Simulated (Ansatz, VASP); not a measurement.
# One calculation of Bi, two programs

```
CELL_PARAMETERS angstrom
4.53900 0.00000 0.00000
-2.26950 3.93089 0.00000
0.00000 0.00000 11.47413
ATOMIC_POSITIONS crystal
Bi 0.33333 0.66667 0.25000
Bi 0.66667 0.33333 0.75000
```

Change from the starting cell: zz strain of -3 %, crystal datasets.

Alike in both runs: task electric field gradients; functional PBEsol; k mesh 9 × 9 × 3; occupations fermi-dirac, width 0.03 eV; no spin polarisation.

|  | VASP | Ansatz |
| --- | --- | --- |
| version | VASP 6.6.1 | Ansatz 0.2.0 |
| potentials or method | VASP PAW PBE potentials, release 64 (Bi_d), cutoff 520 eV | all-electron PAW with datasets made for the crystal, scalar-relativistic |

Ansatz gave:

```
pressure (GPa)                                                : -3.7
traceless stress, the component that is largest in VASP (GPa) : 3.14
size of Vzz on the site where it differs most (V/Å²)          : 114.3
```

**Question.** Estimate VASP's values.

**Answer.** Pressure (GPa): -3.7; traceless stress, the component that is largest in VASP (GPa): 3.14; size of Vzz on the site where it differs most (V/Å²): 123.2.

VASP's potentials were made for PBE, not for PBEsol. Ansatz ran all-electron here, and VASP with PAW potentials.

Spin-orbit coupling is off throughout.
